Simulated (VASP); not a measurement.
Set up this calculation in VASP 6.6.1, as the native input.

```
Task                   : relaxation of cell and atoms
Functional             : PBE
Potentials or basis    : VASP PAW PBE potentials, release 64 (Mo_sv, W_sv)
Cutoff                 : 600 eV
k mesh                 : 12 × 12 × 12
Occupations            : gaussian, width 0.1 eV
Spin                   : no spin polarisation
Dipole correction      : no
Further INCAR settings : ALGO = Fast; EDIFF = 1e-07; IBRION = 2; EDIFFG = -0.01; NSW = 100; ISIF = 3
```

The structure of MoW3 lies in POSCAR:

```
MoW3
1.0
    0.0000000000      3.1801899100      3.1801899100
    3.1801899100      0.0000000000      3.1801899100
    3.1801899100      3.1801899100      0.0000000000
Mo W
1 3
Direct
    0.5000000000      0.5000000000      0.5000000000
    0.7500000000      0.7500000000      0.7500000000
    0.2500000000      0.2500000000      0.2500000000
    0.0000000000      0.0000000000      0.0000000000
```

The cell was built from a structure type or drawn by symmetry, and may not be a known phase.

These files were run (other wordings do the same):

INCAR

```
SYSTEM = MoW3
ALGO = Fast ; EDIFF = 1E-7
EDIFFG = -0.01 ; ENCUT = 600
GGA = PE ; IBRION = 2
ISIF = 3 ; ISMEAR = 0
LASPH = .True. ; LCHARG = .False.
LREAL = .False. ; LWAVE = .False.
NELM = 100 ; NSW = 100
PREC = Accurate ; SIGMA = 0.1
```

KPOINTS

```
k-points
0
Gamma
  12 12 12
  0 0 0
```

Potentials or basis: VASP PAW PBE potentials, release 64 (Mo_sv, W_sv).

The run is started by

```console
$ cat potpaw_PBE.64/Mo_sv/POTCAR potpaw_PBE.64/W_sv/POTCAR > POTCAR
$ mpirun -np 1 vasp_std > vasp.out
```

It gave:

- Pressure after relaxing: -0.1 GPa
- Band gap on the k mesh: zero (bands 28 and 29 overlap by 0.47 eV)

Caveat: the relaxation stopped at its first step, so nothing moved; spin-orbit coupling is left out, which moves the levels of the heavy elements.

Run time: 120 s on 1 thread of Intel(R) Xeon(R) 6975P-C (Granite Rapids) (shared host), peak memory 0.31 GiB.
